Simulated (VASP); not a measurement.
BAs:

```
CELL_PARAMETERS angstrom
0.00000 2.30529 2.30529
2.30529 0.00000 2.30529
2.30529 2.30529 0.00000
ATOMIC_POSITIONS crystal
B 0.00000 0.00000 0.00000
As 0.50000 0.50000 0.50000
```

Base run:

| Item | Value |
| --- | --- |
| Program | VASP 6.6.1 |
| Functional | PBE |
| Potentials or basis | VASP PAW PBE potentials, release 64 (B, As) |
| Cutoff | 500 eV |
| k mesh | 8 × 8 × 8 |
| Occupations | fermi-dirac, width 0.02 eV |
| Spin | no spin polarisation |

Its results: band gap on the k mesh zero (band 4 reaches 8.81 eV, above the bottom of band 5 at 3.90 eV); pressure 1.5 GPa.

Task: The run is repeated on the same cell with these changes: k mesh from 8 × 8 × 8 to 4 × 4 × 4. What comes out?

Result: Band gap on the k mesh zero (band 4 reaches 8.41 eV, above the bottom of band 5 at 3.94 eV); pressure 6.0 GPa.

Caveats: some runs use coarse meshes.
